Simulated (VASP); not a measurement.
Crystal: TmHOs.

```
Tm H Os
1.0
     4.02997    0.00000    0.00000
    -2.01498    3.49006    0.00000
     0.00000    0.00000    6.19561
Tm H Os
2 2 2
Direct
  0.00000 0.00000 0.50000
  0.00000 0.00000 0.00000
  0.33333 0.66667 0.25192
  0.66667 0.33333 0.74808
  0.33333 0.66667 0.74897
  0.66667 0.33333 0.25103
```

The cell was generated, and may not be a known phase.

```yaml
Program: VASP 6.6.1
Task: relaxation of cell and atoms
Functional: PBE
Potentials_or_basis: VASP PAW PBE potentials, release 64 (Tm_3, H, Os), 4f in core
Cutoff: 600 eV
k_mesh: 5 × 5 × 3
Occupations: gaussian, width 0.2 eV
Spin: no spin polarisation
```

At the start: pressure 3.6 GPa; volume 14.52 Å³/atom.

Problem. How do energy, volume and symmetry change on relaxing?

Solution. Over 9 steps the energy falls by 480.8 meV/atom and the volume is 14.28 Å³/atom (-1.7 %); space group P6_3/mmc (No. 194, to 0.1 Å) before and after.

Step by step:
| step | energy change (eV) | largest force (eV/Å) | pressure (GPa) | volume (Å³) |
| --- | --- | --- | --- | --- |
| 1 | 0.0000 | 0.0295 | 3.56 | 87.14 |
| 2 | -0.9982 | 0.0394 | -2.13 | 90.92 |
| 3 | -2.0846 | 0.0108 | -13.51 | 99.00 |
| 4 | -2.5719 | 0.0090 | -10.57 | 94.05 |
| 5 | -2.7012 | 0.0092 | -8.35 | 91.53 |
| 6 | -2.6394 | 0.0110 | -1.78 | 86.32 |
| 7 | -2.7306 | 0.0084 | -6.83 | 90.10 |
| 8 | -2.8630 | 0.0050 | -2.78 | 87.17 |
| 9 | -2.8847 | 0.0025 | -0.43 | 85.67 |

Final structure:
```yaml
crystal:
  lattice:
    - [3.39295, 0.00000, 0.00000]
    - [-1.69648, 2.93838, 0.00000]
    - [0.00000, 0.00000, 8.59329]
  atoms:
    - { symbol: Tm, position: [0.00000, 0.00000, 0.50000] }
    - { symbol: Tm, position: [0.00000, 0.00000, 0.00000] }
    - { symbol: H, position: [0.33333, 0.66667, 0.25187] }
    - { symbol: H, position: [0.66667, 0.33333, 0.74813] }
    - { symbol: Os, position: [0.33333, 0.66667, 0.74996] }
    - { symbol: Os, position: [0.66667, 0.33333, 0.25004] }
```

Caveat: the k points lie up to 0.43 Å⁻¹ apart in the final cell, too coarse for converged energies and pressures of a metal; a cell axis changed by over 15 % at a fixed basis, so the end point is rough.
